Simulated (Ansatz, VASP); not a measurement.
**WSe2: VASP beside Ansatz**

File INCAR:

```
ALGO = Normal
EDIFF = 1E-6
ENCUT = 520
GGA = PE
ISIF = 2
ISMEAR = 0
IVDW = 12
LASPH = T
LCHARG = F
LREAL = F
LWAVE = F
NBANDS = 35
NELM = 80
PREC = Accurate
SIGMA = 0.1
```

KPOINTS

```
k-points
0
Gamma
  6 6 2
```

Contents of POSCAR:

```
WSe2
1.0
    3.3655432766      0.0000000000      0.0000000000
   -1.6827716383      2.9146459750      0.0000000000
    0.0000000000      0.0000000000     12.9243575976
W Se
2 4
Direct
    0.6666666667      0.3333333333      0.2497827750
    0.3333333333      0.6666666667      0.7502172250
    0.3333333333      0.6666666667      0.3792579737
    0.6666666667      0.3333333333      0.8796916104
    0.3333333333      0.6666666667      0.1203083896
    0.6666666667      0.3333333333      0.6207420263
```

Input for Ansatz:

```yaml
crystal:
  lattice:
    - [3.3655432766, 0.0, 0.0]
    - [-1.6827716383, 2.914645975, 0.0]
    - [0.0, 0.0, 12.9243575976]
  atoms:
    - { symbol: W, position: [0.6666666667, 0.3333333333, 0.249782775] }
    - { symbol: W, position: [0.3333333333, 0.6666666667, 0.750217225] }
    - { symbol: Se, position: [0.3333333333, 0.6666666667, 0.3792579737] }
    - { symbol: Se, position: [0.6666666667, 0.3333333333, 0.8796916104] }
    - { symbol: Se, position: [0.3333333333, 0.6666666667, 0.1203083896] }
    - { symbol: Se, position: [0.6666666667, 0.3333333333, 0.6207420263] }
basis:
  ecutwfc: 420
kpoints:
  mp_grid: { grid: [6, 6, 2] }
hamiltonian:
  xc: pbe
  dispersion: d3bj
scf:
  occupations: { method: gaussian, width: 0.1 }
output:
  forces: true
  stress: true
  eigenvalues: true
```

Alike in both runs: task single point; functional PBE; dispersion D3(BJ); k mesh 6 × 6 × 2; occupations gaussian, width 0.1 eV; no spin polarisation.

|  | VASP | Ansatz |
| --- | --- | --- |
| version | VASP 6.6.1 | Ansatz 0.2.0 |
| potentials or method | VASP PAW PBE potentials, release 64 (W_sv, Se), cutoff 520 eV | scalar-relativistic, plane waves, PAW |
| valence electrons in the cell | 52 | 92 |

Ansatz gave:

* gap on the k mesh at the Fermi level (eV): 0.94
* least direct gap on the mesh (eV): 1.31
* pressure (GPa): -5.5
* traceless stress, the component that is largest in VASP (GPa): 2.10
* rms of the force components (eV/Å): 0.139

Task: Estimate VASP's values.

Result: gap on the k mesh at the Fermi level (eV): 0.94; least direct gap on the mesh (eV): 1.31; pressure (GPa): -5.2; traceless stress, the component that is largest in VASP (GPa): 2.17; rms of the force components (eV/Å): 0.120.

Atom by atom the forces differ by 0.019 eV/Å (rms over components). VASP's potentials hold 52 valence electrons a cell and Ansatz's 92, so a difference there can come from the potentials and not from the codes.

Neither program's run includes spin-orbit coupling.
